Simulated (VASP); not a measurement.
# Hg2Pb (Pn-3m) in VASP: single point with PBE

Aim: the single point of Hg2Pb with PBE.

All numbers are computed with VASP 6.6.1; they aren't measurements. Logs are shortened: lines on timing, memory, paths and dates and some standing lists are left out, and cuts for length are marked.

## 1. The cell of the first run

It takes space group Pn-3m (No. 224, cubic). The conventional cell has a = 5.714 Å, b = 5.714 Å, c = 5.714 Å, α = 90.00°, β = 90.00°, γ = 90.00°. Pb (site symmetry -43m) has 4 Hg at 2.47 Å within 3.3 Å. Within 3.3 Å of Hg (site symmetry -3m) lie 2 Pb at 2.47 Å.

## 2. Single point, PBE

POSCAR

```
Hg2Pb
1.0
    5.7136210000      0.0000000000      0.0000000000
    0.0000000000      5.7136210000      0.0000000000
    0.0000000000      0.0000000000      5.7136210000
Pb Hg
2 4
Direct
    0.0000000000      0.0000000000      0.0000000000
    0.5000000000      0.5000000000      0.5000000000
    0.2500000000      0.2500000000      0.2500000000
    0.2500000000      0.7500000000      0.7500000000
    0.7500000000      0.7500000000      0.2500000000
    0.7500000000      0.2500000000      0.7500000000
```

INCAR.step1

```
SYSTEM = Hg2Pb
ALGO = Normal ; EDIFF = 1E-6
ENCUT = 400 ; GGA = PE
GGA_COMPAT = .FALSE. ; ISIF = 2
ISMEAR = 1 ; LASPH = .TRUE.
LCHARG = .TRUE. ; LORBIT = 11
LREAL = .FALSE. ; LWAVE = .FALSE.
NBANDS = 47 ; NEDOS = 2001
NELM = 120 ; PREC = Accurate
SIGMA = 0.1
```

KPOINTS.step1

```
k-points
0
G
  5 5 5
  0 0 0
```

INCAR.step2

```
SYSTEM = Hg2Pb
ALGO = Normal ; EDIFF = 1E-6
ENCUT = 400 ; GGA = PE
GGA_COMPAT = .FALSE. ; ICHARG = 11
ISIF = 2 ; ISMEAR = -5
LASPH = .TRUE. ; LCHARG = .FALSE.
LORBIT = 11 ; LREAL = .FALSE.
LWAVE = .FALSE. ; NBANDS = 47
NEDOS = 1001 ; NELM = 120
PREC = Accurate ; SIGMA = 0.1
```

KPOINTS.step2

```
k-points
0
G
  8 8 8
  0 0 0
```

Potentials or basis: VASP PAW PBE potentials, release 64 (Pb_d, Hg).

Run with:

```console
$ cat potpaw_PBE.64/Pb_d/POTCAR potpaw_PBE.64/Hg/POTCAR > POTCAR
$ cp INCAR.step1 INCAR
$ cp KPOINTS.step1 KPOINTS
$ mpirun -np 1 vasp_std > vasp.out
$ cp INCAR.step2 INCAR
$ cp KPOINTS.step2 KPOINTS
$ mpirun -np 1 vasp_std > vasp.out
```

OUTCAR:

```text
SYSTEM = Hg2Pb
   EDIFF = 1E-6
   ENCUT = 400
   GGA = PE
   ICHARG = 11
   ISIF = 2
   ISMEAR = -5
   LASPH = .TRUE.
   LORBIT = 11
   LREAL = .FALSE.
   NELM = 120
   PREC = Accurate

 ion  position               nearest neighbor table
   1  0.000  0.000  0.000-   3 2.47   4 2.47   5 2.47   6 2.47
   2  0.500  0.500  0.500-   3 2.47   4 2.47   5 2.47   6 2.47
   3  0.250  0.250  0.250-   1 2.47   2 2.47
   4  0.250  0.750  0.750-   1 2.47   2 2.47
   5  0.750  0.750  0.250-   1 2.47   2 2.47
   6  0.750  0.250  0.750-   1 2.47   2 2.47

  LATTYP: Found a simple cubic cell.
 ALAT       =     5.7136210000

  Lattice vectors:

 A1 = (   5.7136210000,   0.0000000000,   0.0000000000)
 A2 = (   0.0000000000,   5.7136210000,   0.0000000000)
 A3 = (   0.0000000000,   0.0000000000,   5.7136210000)

Analysis of symmetry for initial positions (statically):
=====================================================================
 Subroutine PRICEL returns:
 Original cell was already a primitive cell.

 Routine SETGRP: Setting up the symmetry group for a
 simple cubic supercell.

 Subroutine GETGRP returns: Found 48 space group operations
 (whereof 24 operations were pure point group operations)
 out of a pool of 48 trial point group operations.

The static configuration has the point symmetry T_d .
 The point group associated with its full space group is O_h .

Analysis of symmetry for dynamics (positions and initial velocities):
=====================================================================
 Subroutine PRICEL returns:
 Original cell was already a primitive cell.

 Routine SETGRP: Setting up the symmetry group for a
 simple cubic supercell.

 Subroutine GETGRP returns: Found 48 space group operations
 (whereof 24 operations were pure point group operations)
 out of a pool of 48 trial point group operations.

The dynamic configuration has the point symmetry T_d .
 The point group associated with its full space group is O_h .

 Subroutine INISYM returns: Found 48 space group operations
 (whereof 24 operations are pure point group operations),
 and found     1 'primitive' translations

----------------------------------------------------------------------------------------

                                     Primitive cell

  volume of cell :     186.5238

  direct lattice vectors                    reciprocal lattice vectors
     5.713621000  0.000000000  0.000000000     0.175020359  0.000000000  0.000000000
     0.000000000  5.713621000  0.000000000     0.000000000  0.175020359  0.000000000
     0.000000000  0.000000000  5.713621000     0.000000000  0.000000000  0.175020359

  length of vectors
     5.713621000  5.713621000  5.713621000     0.175020359  0.175020359  0.175020359

  position of ions in fractional coordinates (direct lattice)
     0.000000000  0.000000000  0.000000000
     0.500000000  0.500000000  0.500000000
     0.250000000  0.250000000  0.250000000
     0.250000000  0.750000000  0.750000000
     0.750000000  0.750000000  0.250000000
     0.750000000  0.250000000  0.750000000

  ion indices of the primitive-cell ions
   primitive index   ion index
                 1           1
                 2           2
                 3           3
                 4           4
                 5           5
                 6           6

----------------------------------------------------------------------------------------

 KPOINTS: k-points

Automatic generation of k-mesh.
 Grid dimensions read from file:
 generate k-points for:    8    8    8

 Generating k-lattice:

  Cartesian coordinates                     Fractional coordinates (reciprocal lattice)
     0.021877545  0.000000000  0.000000000     0.125000000  0.000000000  0.000000000
     0.000000000  0.021877545  0.000000000     0.000000000  0.125000000  0.000000000
     0.000000000  0.000000000  0.021877545     0.000000000  0.000000000  0.125000000

  Length of vectors
     0.021877545  0.021877545  0.021877545

  Shift w.r.t. Gamma in fractional coordinates (k-lattice)
     0.000000000  0.000000000  0.000000000

 TETIRR: Found    250 inequivalent tetrahedra from     3072

 Subroutine IBZKPT returns following result:
 ===========================================

 Found     35 irreducible k-points:

 Following reciprocal coordinates:
            Coordinates               Weight
  0.000000  0.000000  0.000000      1.000000
  0.125000  0.000000  0.000000      6.000000
  0.250000  0.000000  0.000000      6.000000
  0.375000  0.000000  0.000000      6.000000
  0.500000  0.000000  0.000000      3.000000
  0.125000  0.125000  0.000000     12.000000
[... 16 lines left out ...]
  0.375000  0.375000  0.125000     24.000000
  0.500000  0.375000  0.125000     24.000000
 [... further k-points ...]
   k-points           NKPTS =     35   k-points in BZ     NKDIM =     35   number of bands    NBANDS=     47
   number of dos      NEDOS =   1001   number of ions     NIONS =      6
   total plane-waves  NPLWV =  64000
   dimension x,y,z NGX =    40 NGY =   40 NGZ =   40
   dimension x,y,z NGXF=    80 NGYF=   80 NGZF=   80
   ions per type =               2   4
   NGX,Y,Z   is equivalent  to a cutoff of  11.64, 11.64, 11.64 a.u.
   NGXF,Y,Z  is equivalent  to a cutoff of  23.28, 23.28, 23.28 a.u.
 SYSTEM =  Hg2Pb
   PREC   = accura    normal or accurate (medium, high low for compatibility)
   ISTART =      0    job   : 0-new  1-cont  2-samecut
   ICHARG =     11    charge: 1-file 2-atom 10-const
   ISPIN  =      1    spin polarized calculation?
   LNONCOLLINEAR =      F non collinear calculations
   LSORBIT =      F    spin-orbit coupling
   LASPH  =      T    aspherical Exc in radial PAW
   ENCUT  =  400.0 eV  29.40 Ry    5.42 a.u.   9.32  9.32  9.32*2*pi/ulx,y,z
   NELM   =    120;   NELMIN=  2; NELMDL=  0     # of ELM steps
   EDIFF  = 0.1E-05   stopping-criterion for ELM
   LREAL  =      F    real-space projection
   EDIFFG = 0.1E-04   stopping-criterion for IOM
   NSW    =      0    number of steps for IOM
   IBRION =     -1    ionic relax: 0-MD 1-quasi-New 2-CG
   NFREE  =      0    steps in history (QN), initial steepest desc. (CG)
   ISIF   =      2    stress and relaxation
   ISYM   =      2    0-nonsym 1-usesym 2-fastsym
   POTIM  = 0.5000    time-step for ionic-motion
   TEBEG  =    0.0;   TEEND  =   0.0 temperature during run
   PSTRESS=    0.0 pullay stress
   NELECT =      76.0000    total number of electrons
   NUPDOWN=      -1.0000    fix difference up-down
   EMIN   =  10.00;   EMAX   =-10.00  energy-range for DOS
   EFERMI =   0.00;   METHOD = LEGACY
   ISMEAR =    -5;   SIGMA  =   0.10  broadening in eV -4-tet -1-fermi 0-gaus
   EFERMI_NEDOS =   21; number of points for ismear=-14 and -15
   IALGO  =     38    algorithm
   IMIX   =      4    mixing-type and parameters
     AMIX     =   0.40;   BMIX     =  1.00
     AMIX_MAG =   1.60;   BMIX_MAG =  1.00
  volume/ion in A,a.u.               =      31.09       209.79
  Fermi-wavevector in a.u.,A,eV,Ry     =   1.213672  2.293507 20.041372  1.472999
  Thomas-Fermi vector in A             =   2.349116
   LORBIT       =     11    0 simple, 1 ext, 2 COOP (PROOUT), +10 PAW based schemes
   GGA     = PE    functional components
   LHFCALC =     F    Hartree Fock is set to
   AEXX    =    0.0000 exact exchange contribution
   IVDW    =     0    specifies the selected vdW correction
   LEPSILON=     F    determine dielectric tensor
   LRPA    =     F    only Hartree local field effects (RPA)
 non-spin polarized calculation
 Fermi weights with tetrahedron method with Bloechl corrections
  energy-cutoff  :      400.00
  volume of cell :      186.52
 maximum number of plane-waves:      3448
 NGX is ok and might be reduce to    40

 number of electron      76.0000032 magnetization

 Free energy of the ion-electron system (eV)
  ---------------------------------------------------
  ext. energy  EPLUGINS =         0.00000000
  ---------------------------------------------------
  free energy    TOTEN  =        -1.93189729 eV

  energy without entropy =       -1.93189729  energy(sigma->0) =       -1.93189729

 E-fermi :   2.9386     XC(G=0):  -9.2455

 val. band max:        2.9367841212   @ k =   0.5000   0.5000   0.0000
 cond. band min:       3.1484235562   @ k =   0.0000   0.0000   0.0000
 fundamental gap:      0.2116394349
 Fermi energy:         2.9385515044

 k-point     1 :       0.0000    0.0000    0.0000
  band No.  band energies     occupation
      1     -14.1675      2.00000
      2     -14.1675      2.00000
      3     -14.1675      2.00000
      4     -13.8976      2.00000
      5     -13.8976      2.00000
      6     -13.8976      2.00000
[... 39 lines left out ...]
     46       8.1845      0.00000
     47       8.1845      0.00000

 k-point     2 :       0.1250    0.0000    0.0000
  band No.  band energies     occupation
      1     -14.1650      2.00000
      2     -14.1650      2.00000
      3     -14.1585      2.00000
      4     -13.9102      2.00000
      5     -13.9006      2.00000
      6     -13.9006      2.00000
[... 39 lines left out ...]
     46       8.6469      0.00000
     47       8.6469      0.00000

 k-point     3 :       0.2500    0.0000    0.0000
  band No.  band energies     occupation
      1     -14.1586      2.00000
      2     -14.1586      2.00000
      3     -14.1325      2.00000
      4     -13.9436      2.00000
      5     -13.9084      2.00000
      6     -13.9084      2.00000
[... 1039 lines left out ...]
     46       8.4009      0.00000
     47       9.5160      0.00000

 k-point    24 :       0.5000    0.3750    0.1250
  band No.  band energies     occupation
      1     -14.1551      2.00000
      2     -14.1546      2.00000
      3     -14.0877      2.00000
      4     -13.9969      2.00000
      5     -13.9139      2.00000
      6     -13.9136      2.00000
[... 39 lines left out ...]
     46       8.8451      0.00000
     47       9.4680      0.00000

 [... further k-points ...]

------------------------ aborting loop because EDIFF is reached ----------------------------------------

  FORCE on cell =-STRESS in cart. coord.  units (eV):
  Direction    XX          YY          ZZ          XY          YZ          ZX
  --------------------------------------------------------------------------------------
  -------------------------------------------------------------------------------------
  Total       25.5085955     25.5085955     25.5085955     -0.0000000     -0.0000000     -0.0000000
  in kB      219.1103246    219.1103246    219.1103246     -0.0000000     -0.0000000     -0.0000000
  external PRESSURE =     219.1103246 kB  Pullay stress =       0.0000000 kB

 VOLUME and BASIS-vectors are now :
 -----------------------------------------------------------------------------
  energy-cutoff  :      400.00
  volume of cell :      186.52
      direct lattice vectors                 reciprocal lattice vectors
     5.713621000  0.000000000  0.000000000     0.175020359  0.000000000  0.000000000
     0.000000000  5.713621000  0.000000000     0.000000000  0.175020359  0.000000000
     0.000000000  0.000000000  5.713621000     0.000000000  0.000000000  0.175020359

 POSITION                                       TOTAL-FORCE (eV/Angst)
 -----------------------------------------------------------------------------------
      0.00000      0.00000      0.00000         0.000000     -0.000000     -0.000000
      2.85681      2.85681      2.85681        -0.000000     -0.000000     -0.000000
      1.42841      1.42841      1.42841        -0.000000      0.000000      0.000000
      1.42841      4.28522      4.28522        -0.000000     -0.000000      0.000000
      4.28522      4.28522      1.42841         0.000000     -0.000000      0.000000
      4.28522      1.42841      4.28522         0.000000      0.000000     -0.000000
 -----------------------------------------------------------------------------------
    total drift:                                0.000000     -0.000000     -0.000000

  FREE ENERGIE OF THE ION-ELECTRON SYSTEM (eV)
  ---------------------------------------------------
  free  energy   TOTEN  =        -1.9318972920 eV

  energy  without entropy=       -1.9318972920  energy(sigma->0) =       -1.93189729

 total charge

# of ion       s       p       d       tot
------------------------------------------
    1        1.255   1.398   9.851  12.504
    2        1.255   1.398   9.851  12.504
    3        0.953   0.398   9.345  10.696
    4        0.953   0.398   9.345  10.696
    5        0.953   0.398   9.345  10.696
    6        0.953   0.398   9.345  10.696
--------------------------------------------------
tot          6.321   4.388  57.081  67.790
```

It took 5.7 min on 1 thread of Intel Xeon 8259CL, shared host; peak memory 0.33 GiB.

Results:

| Property | Result |
| --- | --- |
| Valence electrons inside the program's atomic spheres | Pb 12.50; Hg 10.70 |

Levels at points of the mesh, in eV from the valence-band top:
```
           k point  band 34  band 35  band 36  band 37  band 38  band 39  band 40  band 41  band 42  band 43
(0.00, 0.00, 0.00)    -3.68    -3.68    -0.43    -0.43    -0.43     0.21     0.21     1.38     3.96     3.96
(0.50, 0.00, 0.00)    -3.72    -3.44    -3.44    -0.37    -0.37     1.59     1.59     3.42     3.42     3.89
(0.50, 0.50, 0.00)    -5.04    -2.40    -2.40     0.00     0.00     1.25     1.25     1.46     1.46     4.76
(0.50, 0.50, 0.50)    -4.39    -4.39    -2.35    -2.35    -2.35     3.46     3.64     3.64     3.64     6.20
```

Caveat: spin-orbit coupling is left out, which moves the levels of the heavy elements.
